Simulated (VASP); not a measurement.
Al2Au, 3 atoms in the cell. It takes space group Fm-3m (No. 225, cubic). The conventional cell has a = 5.922 Å, b = 5.922 Å, c = 5.922 Å, α = 90.00°, β = 90.00°, γ = 90.00°. Within 3.4 Å of Au (site symmetry m-3m) lie 8 Al at 2.56 Å. Within 3.4 Å of Al (site symmetry -43m) lie 4 Au at 2.56 Å and 6 Al at 2.96 Å. 

| Property | Result |
| --- | --- |
| Program | VASP 6.6.1 |
| Task | single point |
| Functional | PBEsol |
| Potentials or basis | VASP PAW PBE potentials, release 64 (Au, Al) |
| Cutoff | 520 eV |
| k mesh | 8 × 8 × 8 |
| Occupations | fermi-dirac, width 0.05 eV |
| Spin | no spin polarisation |
| Dipole correction | no |
| Further INCAR settings | ALGO = Normal; EDIFF = 1e-07; NBANDS = 16 |

Potentials or basis: VASP PAW PBE potentials, release 64 (Au, Al).

The run is started by

```console
$ cat potpaw_PBE.64/Au/POTCAR potpaw_PBE.64/Al/POTCAR > POTCAR
$ mpirun -np 1 vasp_std > vasp.out
```

Hardware: 1 thread of Intel(R) Xeon(R) Platinum 8488C (Sapphire Rapids), on a shared host.

**Question.** Estimate the wall time of this run.

**Answer.** Run time: 24 s on 1 thread of Intel(R) Xeon(R) Platinum 8488C (Sapphire Rapids), on a shared host, peak memory 0.18 GiB. Counts: scf iterations 12, k points 29.
